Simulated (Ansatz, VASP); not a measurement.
Bi in VASP and in Ansatz

The input INCAR:

```
SYSTEM = Bi
ALGO     = Fast           ! electronic algorithm
EDIFF    = 1E-7           ! SCF threshold, eV
ENCUT    = 520            ! plane-wave cutoff, eV
GGA      = PS             ! functional
ISIF     = 2              ! what is computed and relaxed
ISMEAR   = 0              ! smearing method
IVDW     = 12             ! dispersion correction
LASPH    = .TRUE.         ! aspherical terms in the spheres
LCHARG   = .FALSE.        ! write CHGCAR
LREAL    = .FALSE.        ! projectors in reciprocal space
LWAVE    = .FALSE.        ! write WAVECAR
NBANDS   = 14             ! bands
NELM     = 100            ! most SCF steps
PREC     = Accurate       ! precision mode
SIGMA    = 0.15           ! smearing width, eV
```

File KPOINTS:

```
k-points
0
G
  16 16 16
  0 0 0
```

File POSCAR:

```
Bi
1.0
   -1.6577012596      2.2348617980      1.8790423261
    1.6577012596     -2.2348617980      1.8790423261
    1.6577012596      2.2348617980     -1.8790423261
Bi
1
Direct
    0.0000000000      0.0000000000      0.0000000000
```

Input for Ansatz:

```yaml
crystal:
  lattice:
    - [-1.6577012596, 2.234861798, 1.8790423261]
    - [1.6577012596, -2.234861798, 1.8790423261]
    - [1.6577012596, 2.234861798, -1.8790423261]
  atoms:
    - { symbol: Bi, position: [0.0, 0.0, 0.0] }
basis:
  ecutwfc: 420
kpoints:
  mp_grid: { grid: [16, 16, 16] }
hamiltonian:
  xc: pbesol
  pseudopotentials: { kind: paw }
  dispersion: d3bj
scf:
  occupations: { method: gaussian, width: 0.15 }
output:
  forces: true
  stress: true
  eigenvalues: true
```

Change from the starting cell: strain +e along x and -e along y -0.1500, strain +e along z and -e/2 along x and y -0.0233.

Alike in both runs: task single point; functional PBEsol; dispersion D3(BJ); k mesh 16 × 16 × 16; occupations gaussian, width 0.15 eV; no spin polarisation.

```csv
,VASP,Ansatz
version,VASP 6.6.1,Ansatz 0.2.0
potentials or method,"VASP PAW PBE potentials, release 64 (Bi_d), cutoff 520 eV","scalar-relativistic, plane waves, PAW"
valence electrons in the cell,15,15
```

VASP gave:

- gap on the k mesh at the Fermi level (eV): none
- pressure (GPa): 2.6
- traceless stress, the component that is largest in VASP (GPa): -1.61

**Question.** Estimate Ansatz's values.

**Answer.** gap on the k mesh at the Fermi level (eV): none; pressure (GPa): 2.7; traceless stress, the component that is largest in VASP (GPa): -1.61.

VASP's potentials were made for PBE, not for PBEsol. A gap of «none» marks a metal or a gap that the smearing closes.

Spin-orbit coupling is off throughout.
